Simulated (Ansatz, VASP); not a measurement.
**Li2S: VASP beside Ansatz**

```
Li S
1.0
     0.00000    2.85400    2.85400
     2.85400    0.00000    2.85400
     2.85400    2.85400    0.00000
Li S
2 1
Direct
  0.25000 0.25000 0.25000
  0.75000 0.75000 0.75000
  0.00000 0.00000 0.00000
```

Alike in both runs: task single point; functional PBE; k mesh 4 × 4 × 4; occupations gaussian, width 0.05 eV; no spin polarisation.

|  | VASP | Ansatz |
| --- | --- | --- |
| version | VASP 6.6.1 | Ansatz 0.2.0 |
| potentials or method | VASP PAW PBE potentials, release 64 (Li_sv, S), cutoff 750 eV | scalar-relativistic, plane waves, PAW |
| valence electrons in the cell | 12 | 12 |

```tsv
	VASP	Ansatz	Ansatz less VASP
gap on the k mesh at the Fermi level (eV)	3.39	3.39	+0.001
least direct gap on the mesh (eV)	4.24	4.24	-0.004
pressure (GPa)	-0.1	0.0	+0.13
```

With one functional, cell and mesh, what is left measures potentials, basis and numerics.

The k mesh is coarse, so the values compare programs but aren't converged.
